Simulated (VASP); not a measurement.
# PbI2 (P-3m1) in VASP: further runs

PbI2 is run at these levels: PBEsol; tasks: single point.

Program: VASP 6.6.1. These are calculated values, not measurements. Logs are shortened: lines on timing, memory, paths and dates and some standing lists are left out, and cuts for length are marked.

## 1. The cell of the first run

Symmetry: P-3m1, No. 164, trigonal system. Conventional cell: a = 4.555 Å, b = 4.555 Å, c = 6.558 Å, α = 90.00°, β = 90.00°, γ = 120.00°. Pb (site symmetry -3m) has 6 I at 3.15 Å within 4.1 Å. Within 4.1 Å of I (site symmetry 3m) lie 3 Pb at 3.15 Å and 3 I at 4.05 Å.

## 2. Single point, PBEsol (strain -0.0600 x Voigt [0, 0, 1, 0, 0, 0])

Input file INCAR:

```
SYSTEM = PbI2
PREC = Accurate
ENCUT = 500
EDIFF = 1E-6
ISMEAR = 0
SIGMA = 0.05
LREAL = .FALSE.
LASPH = .TRUE.
NELM = 120
ALGO = Normal
ISIF = 2
LWAVE = .FALSE.
LCHARG = .FALSE.
GGA = PS
NBANDS = 21
GGA_COMPAT = .FALSE.
```

Input file KPOINTS:

```
regular mesh
0
G
  9 9 4
  0 0 0
```

Input file POSCAR:

```
PbI2
1.0
    4.5550018558      0.0000000000      0.0000000000
   -2.2775009279      3.9447473214      0.0000000000
    0.0000000000      0.0000000000      6.5583800000
Pb I
1 2
Direct
    0.0000000000      0.0000000000      0.0000000000
    0.3333333333      0.6666666667      0.2650000000
    0.6666666667      0.3333333333      0.7350000000
```

Potentials or basis: VASP PAW PBE potentials, release 64 (Pb_d, I).

Command:

```sh
cat potpaw_PBE.64/Pb_d/POTCAR potpaw_PBE.64/I/POTCAR > POTCAR
mpirun -np 1 vasp_std > vasp.out
```

OUTCAR:

```text
SYSTEM = PbI2
   PREC = Accurate
   ENCUT = 500
   EDIFF = 1E-6
   ISMEAR = 0
   LREAL = .FALSE.
   LASPH = .TRUE.
   NELM = 120
   ISIF = 2
   GGA = PS

 ion  position               nearest neighbor table
   1  0.000  0.000  0.000-   2 3.15   3 3.15   2 3.15   3 3.15   3 3.15   2 3.15
   2  0.333  0.667  0.265-   1 3.15   1 3.15   1 3.15
   3  0.667  0.333  0.735-   1 3.15   1 3.15   1 3.15

  LATTYP: Found a hexagonal cell.
 ALAT       =     4.5550018558
 C/A-ratio  =     1.4398193914

  Lattice vectors:

 A1 = (   4.5550018558,   0.0000000000,   0.0000000000)
 A2 = (  -2.2775009279,   3.9447473214,   0.0000000000)
 A3 = (   0.0000000000,   0.0000000000,   6.5583800000)

Analysis of symmetry for initial positions (statically):
=====================================================================
 Subroutine PRICEL returns:
 Original cell was already a primitive cell.

 Routine SETGRP: Setting up the symmetry group for a
 hexagonal supercell.

 Subroutine GETGRP returns: Found 12 space group operations
 (whereof 12 operations were pure point group operations)
 out of a pool of 24 trial point group operations.

The static configuration has the point symmetry D_3d.

Analysis of symmetry for dynamics (positions and initial velocities):
=====================================================================
 Subroutine PRICEL returns:
 Original cell was already a primitive cell.

 Routine SETGRP: Setting up the symmetry group for a
 hexagonal supercell.

 Subroutine GETGRP returns: Found 12 space group operations
 (whereof 12 operations were pure point group operations)
 out of a pool of 24 trial point group operations.

The dynamic configuration has the point symmetry D_3d.

 Subroutine INISYM returns: Found 12 space group operations
 (whereof 12 operations are pure point group operations),
 and found     1 'primitive' translations

----------------------------------------------------------------------------------------

                                     Primitive cell

  volume of cell :     117.8431

  direct lattice vectors                    reciprocal lattice vectors
     4.555001856  0.000000000  0.000000000     0.219538879  0.126750831  0.000000000
    -2.277500928  3.944747321  0.000000000     0.000000000  0.253501661  0.000000000
     0.000000000  0.000000000  6.558380000     0.000000000  0.000000000  0.152476679

  length of vectors
     4.555001856  4.555001856  6.558380000     0.253501661  0.253501661  0.152476679

  position of ions in fractional coordinates (direct lattice)
     0.000000000  0.000000000  0.000000000
     0.333333333  0.666666667  0.265000000
     0.666666667  0.333333333  0.735000000

  ion indices of the primitive-cell ions
   primitive index   ion index
                 1           1
                 2           2
                 3           3

----------------------------------------------------------------------------------------

 KPOINTS: regular mesh

Automatic generation of k-mesh.
 Grid dimensions read from file:
 generate k-points for:    9    9    4

 Generating k-lattice:

  Cartesian coordinates                     Fractional coordinates (reciprocal lattice)
     0.024393209  0.014083426  0.000000000     0.111111111  0.000000000  0.000000000
     0.000000000  0.028166851  0.000000000     0.000000000  0.111111111  0.000000000
     0.000000000  0.000000000  0.038119170     0.000000000  0.000000000  0.250000000

  Length of vectors
     0.028166851  0.028166851  0.038119170

  Shift w.r.t. Gamma in fractional coordinates (k-lattice)
     0.000000000  0.000000000  0.000000000

 Subroutine IBZKPT returns following result:
 ===========================================

 Found     43 irreducible k-points:

 Following reciprocal coordinates:
            Coordinates               Weight
  0.000000  0.000000  0.000000      1.000000
  0.111111 -0.000000  0.000000      6.000000
  0.222222 -0.000000  0.000000      6.000000
  0.333333 -0.000000  0.000000      6.000000
  0.444444 -0.000000  0.000000      6.000000
  0.111111  0.111111  0.000000      6.000000
[... 16 lines left out ...]
  0.222222  0.111111  0.250000     12.000000
 -0.111111  0.333333  0.250000     12.000000
 [... further k-points ...]
   k-points           NKPTS =     43   k-points in BZ     NKDIM =     43   number of bands    NBANDS=     21
   number of dos      NEDOS =    301   number of ions     NIONS =      3
   total plane-waves  NPLWV =  62208
   dimension x,y,z NGX =    36 NGY =   36 NGZ =   48
   dimension x,y,z NGXF=    72 NGYF=   72 NGZF=   96
   ions per type =               1   2
   NGX,Y,Z   is equivalent  to a cutoff of  13.14, 13.14, 12.17 a.u.
   NGXF,Y,Z  is equivalent  to a cutoff of  26.28, 26.28, 24.33 a.u.
 SYSTEM =  PbI2
   PREC   = accura    normal or accurate (medium, high low for compatibility)
   ISTART =      0    job   : 0-new  1-cont  2-samecut
   ICHARG =      2    charge: 1-file 2-atom 10-const
[... 75 lines left out ...]
  band No.  band energies     occupation
      1     -12.8458      2.00000
      2     -12.8377      2.00000
      3     -12.8193      2.00000
      4     -12.8035      2.00000
      5     -12.8016      2.00000
      6      -9.3198      2.00000
[... 13 lines left out ...]
     20      10.4241      0.00000
     21      10.9029      0.00000

 k-point     3 :       0.2222   -0.0000    0.0000
  band No.  band energies     occupation
      1     -12.8637      2.00000
      2     -12.8357      2.00000
      3     -12.8156      2.00000
      4     -12.8040      2.00000
      5     -12.7973      2.00000
      6      -9.1432      2.00000
[... 13 lines left out ...]
     20      10.9674      0.00000
     21      10.9813      0.00000

 k-point     4 :       0.3333   -0.0000    0.0000
  band No.  band energies     occupation
      1     -12.8840      2.00000
      2     -12.8346      2.00000
      3     -12.8140      2.00000
      4     -12.8020      2.00000
      5     -12.7912      2.00000
      6      -8.8941      2.00000
[... 13 lines left out ...]
     20      11.5695      0.00000
     21      11.5732      0.00000

 k-point     5 :       0.4444   -0.0000    0.0000
  band No.  band energies     occupation
      1     -12.8971      2.00000
      2     -12.8344      2.00000
      3     -12.8143      2.00000
      4     -12.7994      2.00000
      5     -12.7868      2.00000
      6      -8.6674      2.00000
[... 13 lines left out ...]
     20      12.0080      0.00000
     21      12.5013      0.00000

 k-point     6 :       0.1111    0.1111    0.0000
  band No.  band energies     occupation
      1     -12.8571      2.00000
      2     -12.8375      2.00000
      3     -12.8163      2.00000
      4     -12.8043      2.00000
      5     -12.7986      2.00000
      6      -9.1998      2.00000
[... 13 lines left out ...]
     20      10.7534      0.00000
     21      11.0914      0.00000

 k-point     7 :       0.2222    0.1111    0.0000
  band No.  band energies     occupation
      1     -12.8739      2.00000
      2     -12.8383      2.00000
      3     -12.8129      2.00000
      4     -12.8041      2.00000
      5     -12.7936      2.00000
      6      -8.9845      2.00000
[... 13 lines left out ...]
     20      11.2689      0.00000
     21      11.6470      0.00000
[... 291 lines left out ...]
      1     -12.8975      2.00000
      2     -12.8344      2.00000
      3     -12.8143      2.00000
      4     -12.7993      2.00000
      5     -12.7868      2.00000
      6      -8.6210      2.00000
[... 13 lines left out ...]
     20      11.9798      0.00000
     21      12.3946      0.00000

 k-point    21 :       0.0000    0.4444    0.2500
  band No.  band energies     occupation
      1     -12.8976      2.00000
      2     -12.8344      2.00000
      3     -12.8143      2.00000
      4     -12.7993      2.00000
      5     -12.7868      2.00000
      6      -8.6235      2.00000
[... 13 lines left out ...]
     20      11.3768      0.00000
     21      11.9784      0.00000

 k-point    22 :       0.1111    0.1111    0.2500
  band No.  band energies     occupation
      1     -12.8573      2.00000
      2     -12.8375      2.00000
      3     -12.8162      2.00000
      4     -12.8043      2.00000
      5     -12.7986      2.00000
      6      -9.1172      2.00000
[... 13 lines left out ...]
     20      10.5111      0.00000
     21      10.9689      0.00000

 k-point    23 :       0.2222    0.1111    0.2500
  band No.  band energies     occupation
      1     -12.8743      2.00000
      2     -12.8383      2.00000
      3     -12.8128      2.00000
      4     -12.8042      2.00000
      5     -12.7936      2.00000
      6      -8.9131      2.00000
[... 13 lines left out ...]
     20      11.0127      0.00000
     21      11.8753      0.00000

 k-point    24 :      -0.1111    0.3333    0.2500
  band No.  band energies     occupation
      1     -12.8743      2.00000
      2     -12.8383      2.00000
      3     -12.8129      2.00000
      4     -12.8041      2.00000
      5     -12.7936      2.00000
      6      -8.9129      2.00000
[... 13 lines left out ...]
     20      10.8245      0.00000
     21      11.0467      0.00000

 [... further k-points ...]
[... 5 lines left out ...]
  --------------------------------------------------------------------------------------
  -------------------------------------------------------------------------------------
  Total        1.2724866      1.2724866      1.8240679      0.0000000      0.0000000      0.0000000
  in kB       17.3005329     17.3005329     24.7997474      0.0000000      0.0000000      0.0000000
  external PRESSURE =      19.8002711 kB  Pullay stress =       0.0000000 kB

 VOLUME and BASIS-vectors are now :
 -----------------------------------------------------------------------------
  energy-cutoff  :      500.00
  volume of cell :      117.84
      direct lattice vectors                 reciprocal lattice vectors
     4.555001856  0.000000000  0.000000000     0.219538879  0.126750831  0.000000000
    -2.277500928  3.944747321  0.000000000     0.000000000  0.253501661  0.000000000
     0.000000000  0.000000000  6.558380000     0.000000000  0.000000000  0.152476679

 POSITION                                       TOTAL-FORCE (eV/Angst)
 -----------------------------------------------------------------------------------
      0.00000      0.00000      0.00000         0.000000      0.000000     -0.000000
     -0.00000      2.62983      1.73797         0.000000      0.000000      0.368625
      2.27750      1.31492      4.82041        -0.000000      0.000000     -0.368625
 -----------------------------------------------------------------------------------
    total drift:                               -0.000000     -0.000000      0.000000

  FREE ENERGIE OF THE ION-ELECTRON SYSTEM (eV)
  ---------------------------------------------------
  free  energy   TOTEN  =        -9.2764825742 eV

  energy  without entropy=       -9.2764825742  energy(sigma->0) =       -9.27648257
```

It took 70 s on 1 thread of Intel Xeon Platinum 8259CL at 2.50GHz (Skylake/Cascade Lake), shared host; peak memory 0.29 GiB.

Results:

```yaml
Free_energy: -9.2765 eV
Pressure: 2.0 GPa
Largest_force: 0.369 eV/Å
Band_gap_on_the_k_mesh: 1.86 eV, indirect (least direct gap 1.99 eV)
```

Forces on the atoms (eV/Å):
```
Pb   0.000  0.000  0.000
I    0.000  0.000  0.369
I    0.000  0.000 -0.369
```

Stress tensor (GPa, compression positive):
```
1.73 0.00 0.00
0.00 1.73 0.00
0.00 0.00 2.48
```

Levels at points of the mesh, in eV from the valence-band top:
```csv
k point,band 12,band 13,band 14,band 15,band 16,band 17
"(0.00, 0.00, 0.00)",-1.28,-1.28,-0.63,2.07,3.18,3.18
"(0.00, 0.00, 0.50)",-1.03,-1.03,-0.13,1.86,2.89,2.89
```

Caveat: the cell differs from its parent crystal (strain -0.0600 x Voigt [0, 0, 1, 0, 0, 0]); the PAW data sets were made with another functional, which shifts forces and pressure a little; spin-orbit coupling is left out, which moves the levels of the heavy elements; this functional lacks dispersion, which binds the layers, so the pressure and a relaxed spacing across them are unreliable.

## 3. Single point, PBEsol (strain -0.0300 x Voigt [0, 0, 1, 0, 0, 0])

Input file INCAR:

```
SYSTEM = PbI2
PREC = Accurate
ENCUT = 500
EDIFF = 1E-6
ISMEAR = 0
SIGMA = 0.05
LREAL = .False.
LASPH = .True.
NELM = 120
ALGO = Normal
ISIF = 2
LWAVE = .False.
LCHARG = .False.
GGA = PS
NBANDS = 21
GGA_COMPAT = .False.
```

Input file KPOINTS:

```
regular mesh
0
Gamma
  9 9 4
  0 0 0
```

POSCAR: that of step 2 with these lines changed.

```diff
@@ -4,3 +4,3 @@
    -2.2775009279      3.9447473214      0.0000000000
-    0.0000000000      0.0000000000      6.5583800000
+    0.0000000000      0.0000000000      6.7676900000
 Pb I
```

Potentials or basis: VASP PAW PBE potentials, release 64 (Pb_d, I).

Command:

```sh
cat potpaw_PBE.64/Pb_d/POTCAR potpaw_PBE.64/I/POTCAR > POTCAR
mpirun -np 1 vasp_std > vasp.out
```

It took 76 s on 1 thread of Intel Xeon Platinum 8259CL at 2.50GHz (Skylake/Cascade Lake), shared host; peak memory 0.29 GiB.

It converged, with:

* Free energy: -9.3207 eV
* Pressure: 0.9 GPa
* Largest force: 0.189 eV/Å
* Band gap on the k mesh: 2.03 eV, indirect (least direct gap 2.05 eV)

Forces on the atoms (eV/Å):
```
Pb   0.000  0.000  0.000
I    0.000  0.000  0.189
I    0.000  0.000 -0.189
```

Stress tensor (GPa, compression positive):
```
0.78 0.00 0.00
0.00 0.78 0.00
0.00 0.00 1.26
```

Levels at points of the mesh, in eV from the valence-band top:
```
           k point  band 12  band 13  band 14  band 15  band 16  band 17
(0.00, 0.00, 0.00)    -1.06    -1.06    -0.63     2.27     3.29     3.29
(0.00, 0.00, 0.50)    -0.84    -0.84    -0.02     2.03     3.05     3.05
```

Caveat: the cell differs from its parent crystal (strain -0.0300 x Voigt [0, 0, 1, 0, 0, 0]); the PAW data sets were made with another functional, which shifts forces and pressure a little; spin-orbit coupling is left out, which moves the levels of the heavy elements; this functional lacks dispersion, which binds the layers, so the pressure and a relaxed spacing across them are unreliable. A k mesh can miss the band edges.

## 4. Single point, PBEsol (strain +0.0150 x Voigt [0, 0, 1, 0, 0, 0])

Input file INCAR:

```
PREC = Accurate ; ENCUT = 500
EDIFF = 1E-6 ; ISMEAR = 0
SIGMA = 0.05 ; LREAL = False
LASPH = True ; NELM = 120
ALGO = Normal ; ISIF = 2
LWAVE = False ; LCHARG = False
GGA = PS ; NBANDS = 21
GGA_COMPAT = False
```

Input file KPOINTS:

```
Automatic mesh
0
Gamma
  9 9 4
```

POSCAR: that of step 3 with these lines changed.

```diff
@@ -4,3 +4,3 @@
    -2.2775009279      3.9447473214      0.0000000000
-    0.0000000000      0.0000000000      6.7676900000
+    0.0000000000      0.0000000000      7.0816550000
 Pb I
```

Command:

```sh
cat potpaw_PBE.64/Pb_d/POTCAR potpaw_PBE.64/I/POTCAR > POTCAR
mpirun -np 1 vasp_std > vasp.out
```

It took 73 s on 1 thread of Intel Xeon Platinum 8259CL at 2.50GHz (Skylake/Cascade Lake), shared host; peak memory 0.3 GiB.

The run converged. Its results:

```
Free energy            : -9.3365 eV
Pressure               : -0.3 GPa
Largest force          : 0.078 eV/Å
Band gap on the k mesh : 2.15 eV, direct
```

Forces in eV/Å, atoms in the order of the input:
```
Pb   0.000  0.000  0.000
I    0.000  0.000 -0.078
I    0.000  0.000  0.078
```

Levels at points of the mesh, in eV from the valence-band top:
```tsv
k point	band 12	band 13	band 14	band 15	band 16	band 17
(0.00, 0.00, 0.00)	-0.87	-0.87	-0.75	2.41	3.31	3.31
(0.00, 0.00, 0.50)	-0.71	-0.71	0.00	2.15	3.15	3.15
```

Caveat: the cell differs from its parent crystal (strain +0.0150 x Voigt [0, 0, 1, 0, 0, 0]); the PAW data sets were made with another functional, which shifts forces and pressure a little; spin-orbit coupling is left out, which moves the levels of the heavy elements; this functional lacks dispersion, which binds the layers, so the pressure and a relaxed spacing across them are unreliable. A k mesh can miss the band edges.

## 5. Single point, PBEsol (strain +0.0450 x Voigt [0, 0, 1, 0, 0, 0])

Input file INCAR:

```
SYSTEM = PbI2
PREC = Accurate
ENCUT = 500
EDIFF = 1E-6
ISMEAR = 0
SIGMA = 0.05
LREAL = .FALSE.
LASPH = .TRUE.
NELM = 120
ALGO = Normal
ISIF = 2
LWAVE = .FALSE.
LCHARG = .TRUE.
GGA = PS
LELF = .TRUE.
LVHAR = .TRUE.
NBANDS = 21
GGA_COMPAT = .FALSE.
```

Input file KPOINTS:

```
regular mesh
0
G
  9 9 4
  0 0 0
```

POSCAR: that of step 4 with these lines changed.

```diff
@@ -4,3 +4,3 @@
    -2.2775009279      3.9447473214      0.0000000000
-    0.0000000000      0.0000000000      7.0816550000
+    0.0000000000      0.0000000000      7.2909650000
 Pb I
```

Command:

```sh
cat potpaw_PBE.64/Pb_d/POTCAR potpaw_PBE.64/I/POTCAR > POTCAR
mpirun -np 1 vasp_std > vasp.out
```

Wall time 82 s (1 thread of Intel Xeon Platinum 8259CL at 2.50GHz (Skylake/Cascade Lake), shared host); peak memory 0.31 GiB.

It converged, with:

* Free energy: -9.3168 eV
* Pressure: -1.1 GPa
* Largest force: 0.252 eV/Å
* Band gap on the k mesh: 2.22 eV, direct

Forces in eV/Å, atoms in the order of the input:
```
Pb   0.000  0.000  0.000
I    0.000  0.000 -0.252
I    0.000  0.000  0.252
```

Stress tensor (GPa, compression positive):
```
-0.92  0.00  0.00
 0.00 -0.92  0.00
 0.00  0.00 -1.34
```

Levels at points of the mesh, in eV from the valence-band top:
| k point | band 12 | band 13 | band 14 | band 15 | band 16 | band 17 |
| --- | --- | --- | --- | --- | --- | --- |
| (0.00, 0.00, 0.00) | -0.82 | -0.76 | -0.76 | 2.50 | 3.33 | 3.33 |
| (0.00, 0.00, 0.50) | -0.62 | -0.62 | 0.00 | 2.22 | 3.19 | 3.19 |

Caveat: the cell differs from its parent crystal (strain +0.0450 x Voigt [0, 0, 1, 0, 0, 0]); the PAW data sets were made with another functional, which shifts forces and pressure a little; spin-orbit coupling is left out, which moves the levels of the heavy elements; this functional lacks dispersion, which binds the layers, so the pressure and a relaxed spacing across them are unreliable. A k mesh can miss the band edges.

## 6. The runs side by side

| cell | gap on the mesh (eV) | pressure (GPa) | largest force (eV/Å) |
| --- | --- | --- | --- |
| a = 4.555, b = 4.555, c = 6.558 Å, angles 90.0, 90.0, 120.0°, 3 atoms | 1.86 | 2.0 | 0.37 |
| a = 4.555, b = 4.555, c = 6.768 Å, angles 90.0, 90.0, 120.0°, 3 atoms | 2.03 | 0.9 | 0.19 |
| a = 4.555, b = 4.555, c = 7.082 Å, angles 90.0, 90.0, 120.0°, 3 atoms | 2.15 | -0.3 | 0.08 |
| a = 4.555, b = 4.555, c = 7.291 Å, angles 90.0, 90.0, 120.0°, 3 atoms | 2.22 | -1.1 | 0.25 |

Alike in all rows: task single point; level PBEsol; potentials or basis VASP PAW PBE potentials, release 64 (Pb_d, I); no spin polarisation; k mesh 9 × 9 × 4; cutoff (eV) 500; smearing gaussian 0.05 eV.

Caveats: the PAW data sets were made with another functional, which shifts forces and pressure a little; spin-orbit coupling is left out, which moves the levels of the heavy elements; this functional lacks dispersion, which binds the layers, so the pressure and a relaxed spacing across them are unreliable.

Total energies depend on the potentials used, so only differences within one code and one set of settings carry meaning.
